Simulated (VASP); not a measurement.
A run of VASP 6.6.1 is set up as follows.

Contents of INCAR:

```
PREC = Accurate
ENCUT = 520
EDIFF = 1E-7
ISMEAR = 0
SIGMA = 0.02
LREAL = F
LASPH = T
NELM = 60
ALGO = Normal
ISIF = 2
LWAVE = F
LCHARG = F
GGA = PE
NBANDS = 31
```

KPOINTS

```
regular mesh
0
Gamma
  10 10 10
```

Contents of POSCAR:

```
AlGa2P3
1.0
   -1.9473321059      1.9473321059      8.2576618079
    1.9473321059     -1.9473321059      8.2576618079
    1.9473321059      1.9473321059     -8.2576618079
Al Ga P
1 2 3
Direct
    0.0000000000      0.0000000000      0.0000000000
    0.6666747586      0.6666747586      0.0000000000
    0.3333252414      0.3333252414      0.0000000000
    0.2500000000      0.7500000000      0.5000000000
    0.9170358353      0.4170358353      0.5000000000
    0.5829641647      0.0829641647      0.5000000000
```

Potentials or basis: VASP PAW PBE potentials, release 64 (Al, Ga_d, P).

Run with:

```bash
$ cat potpaw_PBE.64/Al/POTCAR potpaw_PBE.64/Ga_d/POTCAR potpaw_PBE.64/P/POTCAR > POTCAR
$ mpirun -np 1 vasp_std > vasp.out
```

Task: Estimate the band gap on the k mesh.

Result: 1.67 eV (least direct gap 1.78 eV).

Task: Predict the pressure.

Result: 0.0 GPa.

Task: Estimate the largest force.

Result: 0.005 eV/Å.

Forces in eV/Å, atoms in the order of the input:
```
Al   0.000  0.000  0.000
Ga   0.000  0.000  0.000
Ga   0.000  0.000  0.000
P    0.000  0.000  0.000
P    0.000  0.000  0.005
P    0.000  0.000 -0.005
```

A k mesh can miss the band edges.
